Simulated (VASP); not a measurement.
# InSe2 (P4/nmm) in VASP: notebook

InSe2 is run at these levels: PBEsol; tasks: single point.

Everything below comes from runs of VASP 6.6.1. Logs are shortened: lines on timing, memory, paths and dates and some standing lists are left out, and cuts for length are marked.

## 1. The cell of the first run

Symmetry: P4/nmm, No. 129, tetragonal system. Conventional cell: a = 3.895 Å, b = 3.895 Å, c = 9.626 Å, α = 90.00°, β = 90.00°, γ = 90.00°. In (site symmetry 4mm) has 9 Se at 2.84 to 3.43 Å within 3.7 Å. Se (site symmetry 4mm) has 5 In at 2.84 to 3.28 Å within 3.7 Å. Within 3.6 Å of Se (site symmetry -4m2) lie 4 Se at 2.75 Å and 4 In at 3.43 Å.

## 2. Single point, PBEsol

File INCAR:

```
SYSTEM = InSe2
PREC = Accurate ; ENCUT = 520
EDIFF = 1E-6 ; ISMEAR = -1
SIGMA = 0.05 ; LREAL = .FALSE.
LASPH = .TRUE. ; NELM = 80
ALGO = Normal ; ISIF = 2
LWAVE = .FALSE. ; LCHARG = .FALSE.
GGA = PS ; NBANDS = 34
```

File KPOINTS:

```
regular mesh
0
G
  10 10 4
  0 0 0
```

File POSCAR:

```
InSe2
1.0
    3.8948930000      0.0000000000      0.0000000000
    0.0000000000      3.8948930000      0.0000000000
    0.0000000000      0.0000000000      9.6262310000
In Se
2 4
Direct
    0.0000000000      0.5000000000      0.7064680000
    0.5000000000      0.0000000000      0.2935320000
    0.0000000000      0.5000000000      0.3662120000
    0.5000000000      0.0000000000      0.6337880000
    0.0000000000      0.0000000000      0.0000000000
    0.5000000000      0.5000000000      0.0000000000
```

Potentials or basis: VASP PAW PBE potentials, release 64 (In_d, Se).

Launch:

```sh
cat potpaw_PBE.64/In_d/POTCAR potpaw_PBE.64/Se/POTCAR > POTCAR
mpirun -np 1 vasp_std > vasp.out
```

OUTCAR:

```text
SYSTEM = InSe2
   PREC = Accurate
   ENCUT = 520
   EDIFF = 1E-6
   ISMEAR = -1
   LREAL = .FALSE.
   LASPH = .TRUE.
   NELM = 80
   ISIF = 2
   GGA = PS

 ion  position               nearest neighbor table
   1  0.000  0.500  0.706-   4 2.84   4 2.84   4 2.84   4 2.84   3 3.28
   2  0.500  0.000  0.294-   3 2.84   3 2.84   3 2.84   3 2.84   4 3.28
   3  0.000  0.500  0.366-   2 2.84   2 2.84   2 2.84   2 2.84   1 3.28
   4  0.500  0.000  0.634-   1 2.84   1 2.84   1 2.84   1 2.84   2 3.28
   5  0.000  0.000  0.000-   6 2.75   6 2.75   6 2.75   6 2.75
   6  0.500  0.500  0.000-   5 2.75   5 2.75   5 2.75   5 2.75

  LATTYP: Found a simple tetragonal cell.
 ALAT       =     3.8948930000
 C/A-ratio  =     2.4715007575

  Lattice vectors:

 A1 = (   3.8948930000,   0.0000000000,   0.0000000000)
 A2 = (   0.0000000000,   3.8948930000,   0.0000000000)
 A3 = (   0.0000000000,   0.0000000000,   9.6262310000)

Analysis of symmetry for initial positions (statically):
=====================================================================
 Subroutine PRICEL returns:
 Original cell was already a primitive cell.

 Routine SETGRP: Setting up the symmetry group for a
 simple tetragonal supercell.

 Subroutine GETGRP returns: Found 16 space group operations
 (whereof  8 operations were pure point group operations)
 out of a pool of 16 trial point group operations.

The static configuration has the point symmetry D_2d.
 The point group associated with its full space group is D_4h.

Analysis of symmetry for dynamics (positions and initial velocities):
=====================================================================
 Subroutine PRICEL returns:
 Original cell was already a primitive cell.

 Routine SETGRP: Setting up the symmetry group for a
 simple tetragonal supercell.

 Subroutine GETGRP returns: Found 16 space group operations
 (whereof  8 operations were pure point group operations)
 out of a pool of 16 trial point group operations.

The dynamic configuration has the point symmetry D_2d.
 The point group associated with its full space group is D_4h.

 Subroutine INISYM returns: Found 16 space group operations
 (whereof  8 operations are pure point group operations),
 and found     1 'primitive' translations

----------------------------------------------------------------------------------------

                                     Primitive cell

  volume of cell :     146.0318

  direct lattice vectors                    reciprocal lattice vectors
     3.894893000  0.000000000  0.000000000     0.256746463  0.000000000  0.000000000
     0.000000000  3.894893000  0.000000000     0.000000000  0.256746463  0.000000000
     0.000000000  0.000000000  9.626231000     0.000000000  0.000000000  0.103882818

  length of vectors
     3.894893000  3.894893000  9.626231000     0.256746463  0.256746463  0.103882818

  position of ions in fractional coordinates (direct lattice)
     0.000000000  0.500000000  0.706468000
     0.500000000  0.000000000  0.293532000
     0.000000000  0.500000000  0.366212000
     0.500000000  0.000000000  0.633788000
     0.000000000  0.000000000  0.000000000
     0.500000000  0.500000000  0.000000000

  ion indices of the primitive-cell ions
   primitive index   ion index
                 1           1
                 2           2
                 3           3
                 4           4
                 5           5
                 6           6

----------------------------------------------------------------------------------------

 KPOINTS: regular mesh

Automatic generation of k-mesh.
 Grid dimensions read from file:
 generate k-points for:   10   10    4

 Generating k-lattice:

  Cartesian coordinates                     Fractional coordinates (reciprocal lattice)
     0.025674646  0.000000000  0.000000000     0.100000000  0.000000000  0.000000000
     0.000000000  0.025674646  0.000000000     0.000000000  0.100000000  0.000000000
     0.000000000  0.000000000  0.025970704     0.000000000  0.000000000  0.250000000

  Length of vectors
     0.025674646  0.025674646  0.025970704

  Shift w.r.t. Gamma in fractional coordinates (k-lattice)
     0.000000000  0.000000000  0.000000000

 Subroutine IBZKPT returns following result:
 ===========================================

 Found     63 irreducible k-points:

 Following reciprocal coordinates:
            Coordinates               Weight
  0.000000  0.000000  0.000000      1.000000
  0.100000  0.000000  0.000000      4.000000
  0.200000  0.000000  0.000000      4.000000
  0.300000  0.000000  0.000000      4.000000
  0.400000  0.000000  0.000000      4.000000
  0.500000  0.000000  0.000000      2.000000
[... 16 lines left out ...]
  0.100000  0.000000  0.250000      8.000000
  0.200000  0.000000  0.250000      8.000000
 [... further k-points ...]
   k-points           NKPTS =     63   k-points in BZ     NKDIM =     63   number of bands    NBANDS=     34
[... 28 lines left out ...]
   NELECT =      50.0000    total number of electrons
   NUPDOWN=      -1.0000    fix difference up-down
   EMIN   =  10.00;   EMAX   =-10.00  energy-range for DOS
   EFERMI =   0.00;   METHOD = LEGACY
   ISMEAR =    -1;   SIGMA  =   0.05  broadening in eV -4-tet -1-fermi 0-gaus
   EFERMI_NEDOS =   21; number of points for ismear=-14 and -15
   IALGO  =     38    algorithm
   IMIX   =      4    mixing-type and parameters
     AMIX     =   0.40;   BMIX     =  1.00
     AMIX_MAG =   1.60;   BMIX_MAG =  1.00
  volume/ion in A,a.u.               =      24.34       164.25
  Fermi-wavevector in a.u.,A,eV,Ry     =   1.145291  2.164286 17.846635  1.311691
  Thomas-Fermi vector in A             =   2.281980
   LORBIT       =      0    0 simple, 1 ext, 2 COOP (PROOUT), +10 PAW based schemes
   GGA     = PS    functional components
   LHFCALC =     F    Hartree Fock is set to
   AEXX    =    0.0000 exact exchange contribution
   IVDW    =     0    specifies the selected vdW correction
   LEPSILON=     F    determine dielectric tensor
   LRPA    =     F    only Hartree local field effects (RPA)
 non-spin polarized calculation
  energy-cutoff  :      520.00
  volume of cell :      146.03
 maximum number of plane-waves:      3972
 NGX is ok and might be reduce to    30
   NGX = 15   NGY = 15   NGZ = 35

 number of electron      49.9999991 magnetization

 Free energy of the ion-electron system (eV)
  ---------------------------------------------------
  ext. energy  EPLUGINS =         0.00000000
  ---------------------------------------------------
  free energy    TOTEN  =       -22.65389561 eV

  energy without entropy =      -22.63232764  energy(sigma->0) =      -22.64311163

 E-fermi :   4.9059     XC(G=0): -10.0448

 val. band max:        4.8857222152   @ k =   0.1000   0.1000   0.5000
 cond. band min:       4.9094117863   @ k =   0.1000   0.1000   0.2500
 fundamental gap:      0.0236895711
 Fermi energy:         4.9058778155

 k-point     1 :       0.0000    0.0000    0.0000
  band No.  band energies     occupation
      1     -10.2093      2.00000
      2      -9.6649      2.00000
      3      -9.6047      2.00000
      4      -9.4607      2.00000
      5      -9.4574      2.00000
      6      -9.4226      2.00000
[... 26 lines left out ...]
     33      11.0856      0.00000
     34      11.0958      0.00000

 k-point     2 :       0.1000    0.0000    0.0000
  band No.  band energies     occupation
      1     -10.1319      2.00000
      2      -9.6511      2.00000
      3      -9.5864      2.00000
      4      -9.4549      2.00000
      5      -9.4514      2.00000
      6      -9.4269      2.00000
[... 26 lines left out ...]
     33      10.8712      0.00000
     34      10.9052      0.00000

 k-point     3 :       0.2000    0.0000    0.0000
  band No.  band energies     occupation
      1      -9.9081      2.00000
      2      -9.6163      2.00000
      3      -9.5354      2.00000
      4      -9.4462      2.00000
      5      -9.4451      2.00000
      6      -9.4306      2.00000
[... 26 lines left out ...]
     33      10.4172      0.00000
     34      10.7263      0.00000
[... 704 lines left out ...]
 k-point    23 :       0.1000    0.0000    0.2500
  band No.  band energies     occupation
      1     -10.1294      2.00000
      2      -9.6455      2.00000
      3      -9.5910      2.00000
      4      -9.4544      2.00000
      5      -9.4519      2.00000
      6      -9.4261      2.00000
[... 26 lines left out ...]
     33      10.9361      0.00000
     34      11.1193      0.00000

 k-point    24 :       0.2000    0.0000    0.2500
  band No.  band energies     occupation
      1      -9.9071      2.00000
      2      -9.6049      2.00000
      3      -9.5449      2.00000
      4      -9.4467      2.00000
      5      -9.4439      2.00000
      6      -9.4312      2.00000
[... 26 lines left out ...]
     33      10.4657      0.00000
     34      11.2308      0.00000

 [... further k-points ...]
[... 5 lines left out ...]
  --------------------------------------------------------------------------------------
  -------------------------------------------------------------------------------------
  Total       -3.5063108     -3.5063108     -1.9479076      0.0000000      0.0000000      0.0000000
  in kB      -38.4692443    -38.4692443    -21.3713319      0.0000000      0.0000000      0.0000000
  external PRESSURE =     -32.7699402 kB  Pullay stress =       0.0000000 kB

 VOLUME and BASIS-vectors are now :
 -----------------------------------------------------------------------------
  energy-cutoff  :      520.00
  volume of cell :      146.03
      direct lattice vectors                 reciprocal lattice vectors
     3.894893000  0.000000000  0.000000000     0.256746463  0.000000000  0.000000000
     0.000000000  3.894893000  0.000000000     0.000000000  0.256746463  0.000000000
     0.000000000  0.000000000  9.626231000     0.000000000  0.000000000  0.103882818

 POSITION                                       TOTAL-FORCE (eV/Angst)
 -----------------------------------------------------------------------------------
      0.00000      1.94745      6.80062         0.000000      0.000000     -0.101816
      1.94745      0.00000      2.82561        -0.000000     -0.000000      0.101816
      0.00000      1.94745      3.52524         0.000000      0.000000     -0.050715
      1.94745      0.00000      6.10099         0.000000     -0.000000      0.050715
      0.00000      0.00000      0.00000         0.000000      0.000000      0.000000
      1.94745      1.94745      0.00000         0.000000     -0.000000      0.000000
 -----------------------------------------------------------------------------------
    total drift:                                0.000000      0.000000      0.000000

  FREE ENERGIE OF THE ION-ELECTRON SYSTEM (eV)
  ---------------------------------------------------
  free  energy   TOTEN  =       -22.6538956103 eV

  energy  without entropy=      -22.6323276404  energy(sigma->0) =      -22.64311163
```

Wall time 3.9 min (1 thread of Intel Xeon 6975P-C, shared host); peak memory 0.4 GiB.

Results:

```
Free energy            : -22.6539 eV
Pressure               : -3.3 GPa
Largest force          : 0.102 eV/Å
Band gap on the k mesh : zero (band 25 reaches 5.60 eV, above the bottom of band 26 at 3.51 eV)
```

Forces on the atoms (eV/Å):
```
In   0.000  0.000 -0.102
In   0.000  0.000  0.102
Se   0.000  0.000 -0.051
Se   0.000  0.000  0.051
Se   0.000  0.000  0.000
Se   0.000  0.000  0.000
```

Stress tensor (GPa, compression positive):
```
-3.85  0.00  0.00
 0.00 -3.85  0.00
 0.00  0.00 -2.14
```

Levels at points of the mesh, in eV from the Fermi level:
```
           k point  band 21  band 22  band 23  band 24  band 25  band 26  band 27  band 28  band 29  band 30
(0.00, 0.00, 0.00)    -2.32    -2.03    -1.67    -1.67     0.24     0.60     2.84     2.84     3.28     4.36
(0.50, 0.00, 0.00)    -1.85    -1.85    -1.28    -1.28    -0.91    -0.91     1.73     1.73     3.05     3.05
(0.50, 0.50, 0.00)    -3.57    -3.57    -1.49    -1.49    -1.01    -1.01     2.67     2.67     3.89     3.89
(0.00, 0.00, 0.50)    -2.38    -1.60    -1.60    -1.17     0.24     0.65     2.04     2.84     2.84     3.50
(0.50, 0.00, 0.50)    -1.63    -1.63    -0.92    -0.92    -0.92    -0.92     1.15     1.15     3.43     3.43
(0.50, 0.50, 0.50)    -3.41    -3.41    -1.73    -1.73    -1.40    -1.40     3.50     3.50     4.47     4.47
```

Caveat: the PAW data sets were made with another functional, which shifts forces and pressure a little; spin-orbit coupling is left out, which moves the levels of the heavy elements.

## 3. Single point, PBEsol

File INCAR:

```
PREC     = Accurate       # precision mode
ENCUT    = 520            # plane-wave cutoff, eV
EDIFF    = 1E-7           # SCF threshold, eV
ISMEAR   = -1             # smearing method
SIGMA    = 0.2            # smearing width, eV
LREAL    = F              # projectors in reciprocal space
LASPH    = T              # aspherical terms in the spheres
NELM     = 100            # most SCF steps
ALGO     = Normal         # electronic algorithm
ISIF     = 2              # what is computed and relaxed
LWAVE    = F              # write WAVECAR
LCHARG   = F              # write CHGCAR
GGA      = PS             # functional
NBANDS   = 34             # bands
```

File KPOINTS:

```
Automatic mesh
0
Gamma
  10 10 4
```

POSCAR is that of step 2.

Potentials or basis: VASP PAW PBE potentials, release 64 (In_d, Se).

Launch:

```sh
cat potpaw_PBE.64/In_d/POTCAR potpaw_PBE.64/Se/POTCAR > POTCAR
mpirun -np 1 vasp_std > vasp.out
```

Run time: 4.8 min. Hardware: 1 thread of Intel Xeon 6975P-C, shared host; peak memory 0.4 GiB.

Results (log left out):

```
Free energy            : -22.7843 eV
Pressure               : -3.1 GPa
Largest force          : 0.113 eV/Å
Band gap on the k mesh : zero (band 25 reaches 5.61 eV, above the bottom of band 26 at 3.51 eV)
```

Forces on the atoms (eV/Å):
```
In   0.000  0.000 -0.113
In   0.000  0.000  0.113
Se   0.000  0.000 -0.055
Se   0.000  0.000  0.055
Se   0.000  0.000  0.000
Se   0.000  0.000  0.000
```

Stress tensor (GPa, compression positive):
```
-3.59  0.00  0.00
 0.00 -3.59  0.00
 0.00  0.00 -2.09
```

Levels at points of the mesh, in eV from the Fermi level:
```tsv
k point	band 22	band 23	band 24	band 25	band 26	band 27	band 28	band 29
(0.00, 0.00, 0.00)	-1.99	-1.63	-1.63	0.25	0.63	2.85	2.85	3.30
(0.50, 0.00, 0.00)	-1.84	-1.27	-1.27	-0.87	-0.87	1.76	1.76	3.09
(0.50, 0.50, 0.00)	-3.53	-1.47	-1.47	-0.98	-0.98	2.70	2.70	3.93
(0.00, 0.00, 0.50)	-1.56	-1.56	-1.14	0.24	0.68	2.07	2.85	2.85
(0.50, 0.00, 0.50)	-1.62	-0.90	-0.90	-0.88	-0.88	1.19	1.19	3.47
(0.50, 0.50, 0.50)	-3.37	-1.72	-1.72	-1.37	-1.37	3.54	3.54	4.48
```

Caveat: the PAW data sets were made with another functional, which shifts forces and pressure a little; spin-orbit coupling is left out, which moves the levels of the heavy elements.

## 4. Single point, PBEsol

File INCAR:

```
SYSTEM = InSe2
PREC     = Accurate       ! precision mode
ENCUT    = 520            ! plane-wave cutoff, eV
EDIFF    = 1E-6           ! SCF threshold, eV
ISMEAR   = -1             ! smearing method
SIGMA    = 0.3            ! smearing width, eV
LREAL    = .FALSE.        ! projectors in reciprocal space
LASPH    = .TRUE.         ! aspherical terms in the spheres
NELM     = 100            ! most SCF steps
ALGO     = Normal         ! electronic algorithm
ISIF     = 2              ! what is computed and relaxed
LWAVE    = .FALSE.        ! write WAVECAR
LCHARG   = .TRUE.         ! write CHGCAR
GGA      = PS             ! functional
LELF     = .TRUE.         ! ELF
LVHAR    = .TRUE.       
NBANDS   = 34             ! bands
```

File KPOINTS:

```
regular mesh
0
G
  10 10 4
  0 0 0
```

POSCAR is that of step 3.

Launch:

```sh
cat potpaw_PBE.64/In_d/POTCAR potpaw_PBE.64/Se/POTCAR > POTCAR
mpirun -np 1 vasp_std > vasp.out
```

It took 4.8 min on 1 thread of Intel Xeon 6975P-C, shared host; peak memory 0.41 GiB.

It converged, with:

```yaml
Free_energy: -22.9768 eV
Pressure: -2.7 GPa
Largest_force: 0.100 eV/Å
Band_gap_on_the_k_mesh: zero (band 25 reaches 5.61 eV, above the bottom of band 26 at 3.50 eV)
```

Forces in eV/Å, atoms in the order of the input:
```
In   0.000  0.000 -0.100
In   0.000  0.000  0.100
Se   0.000  0.000 -0.039
Se   0.000  0.000  0.039
Se   0.000  0.000  0.000
Se   0.000  0.000  0.000
```

Stress tensor (GPa, compression positive):
```
-2.95  0.00  0.00
 0.00 -2.95  0.00
 0.00  0.00 -2.09
```

Levels at points of the mesh, in eV from the Fermi level:
```csv
k point,band 22,band 23,band 24,band 25,band 26,band 27,band 28,band 29
"(0.00, 0.00, 0.00)",-2.01,-1.65,-1.65,0.21,0.61,2.83,2.83,3.28
"(0.50, 0.00, 0.00)",-1.86,-1.29,-1.29,-0.90,-0.90,1.74,1.74,3.07
"(0.50, 0.50, 0.00)",-3.55,-1.50,-1.50,-1.01,-1.01,2.68,2.68,3.90
"(0.00, 0.00, 0.50)",-1.59,-1.59,-1.16,0.21,0.66,2.05,2.83,2.83
"(0.50, 0.00, 0.50)",-1.64,-0.93,-0.93,-0.91,-0.91,1.17,1.17,3.45
"(0.50, 0.50, 0.50)",-3.39,-1.75,-1.75,-1.40,-1.40,3.52,3.52,4.45
```

Caveat: the PAW data sets were made with another functional, which shifts forces and pressure a little; spin-orbit coupling is left out, which moves the levels of the heavy elements.

## 5. Single point, PBEsol

File INCAR:

```
SYSTEM = InSe2
  PREC = Accurate
  ENCUT = 520
  EDIFF = 1E-6
  ISMEAR = -1
  SIGMA = 0.5
  LREAL = .False.
  LASPH = .True.
  NELM = 80
  ALGO = Normal
  ISIF = 2
  LWAVE = .False.
  LCHARG = .True.
  GGA = PS
  LELF = .True.
  LVHAR = .True.
  NBANDS = 34
```

File KPOINTS:

```
Automatic mesh
0
Gamma
  10 10 4
  0 0 0
```

POSCAR is that of step 4.

Launch:

```sh
cat potpaw_PBE.64/In_d/POTCAR potpaw_PBE.64/Se/POTCAR > POTCAR
mpirun -np 1 vasp_std > vasp.out
```

It took 5.5 min on 1 thread of Intel Xeon 6975P-C, shared host; peak memory 0.4 GiB.

The run converged. Its results:

| Quantity | Value |
| --- | --- |
| Free energy | -23.6711 eV |
| Pressure | -1.4 GPa |
| Largest force | 0.035 eV/Å |
| Band gap on the k mesh | zero (band 25 reaches 5.61 eV, above the bottom of band 26 at 3.48 eV) |

Forces in eV/Å, atoms in the order of the input:
```
In   0.000  0.000 -0.035
In   0.000  0.000  0.035
Se   0.000  0.000  0.022
Se   0.000  0.000 -0.022
Se   0.000  0.000  0.000
Se   0.000  0.000  0.000
```

Stress tensor (GPa, compression positive):
```
-1.10  0.00  0.00
 0.00 -1.10  0.00
 0.00  0.00 -1.94
```

Levels at points of the mesh, in eV from the Fermi level:
| k point | band 21 | band 22 | band 23 | band 24 | band 25 | band 26 | band 27 | band 28 | band 29 | band 30 |
| --- | --- | --- | --- | --- | --- | --- | --- | --- | --- | --- |
| (0.00, 0.00, 0.00) | -2.41 | -2.09 | -1.75 | -1.75 | 0.12 | 0.50 | 2.76 | 2.76 | 3.22 | 4.29 |
| (0.50, 0.00, 0.00) | -1.92 | -1.92 | -1.37 | -1.37 | -1.01 | -1.01 | 1.66 | 1.66 | 2.99 | 2.99 |
| (0.50, 0.50, 0.00) | -3.62 | -3.62 | -1.59 | -1.59 | -1.11 | -1.11 | 2.61 | 2.61 | 3.82 | 3.82 |
| (0.00, 0.00, 0.50) | -2.47 | -1.69 | -1.69 | -1.23 | 0.12 | 0.56 | 1.97 | 2.76 | 2.76 | 3.43 |
| (0.50, 0.00, 0.50) | -1.71 | -1.71 | -1.04 | -1.04 | -1.02 | -1.02 | 1.09 | 1.09 | 3.37 | 3.37 |
| (0.50, 0.50, 0.50) | -3.46 | -3.46 | -1.84 | -1.84 | -1.50 | -1.50 | 3.45 | 3.45 | 4.39 | 4.39 |

Caveat: the PAW data sets were made with another functional, which shifts forces and pressure a little; spin-orbit coupling is left out, which moves the levels of the heavy elements.

## 6. The runs side by side

| smearing | gap on the mesh (eV) | pressure (GPa) | largest force (eV/Å) |
| --- | --- | --- | --- |
| fermi-dirac 0.05 eV | none | -3.3 | 0.10 |
| fermi-dirac 0.2 eV | none | -3.1 | 0.11 |
| fermi-dirac 0.3 eV | none | -2.7 | 0.10 |
| fermi-dirac 0.5 eV | none | -1.4 | 0.04 |

Alike in all rows: task single point; level PBEsol; potentials or basis VASP PAW PBE potentials, release 64 (In_d, Se); no spin polarisation; cell as given; k mesh 10 × 10 × 4; cutoff (eV) 520.

Every run on the cell as given and a fine mesh finds a metal.

Caveats: the PAW data sets were made with another functional, which shifts forces and pressure a little; spin-orbit coupling is left out, which moves the levels of the heavy elements.

Total energies depend on the potentials used, so only differences within one code and one set of settings carry meaning.
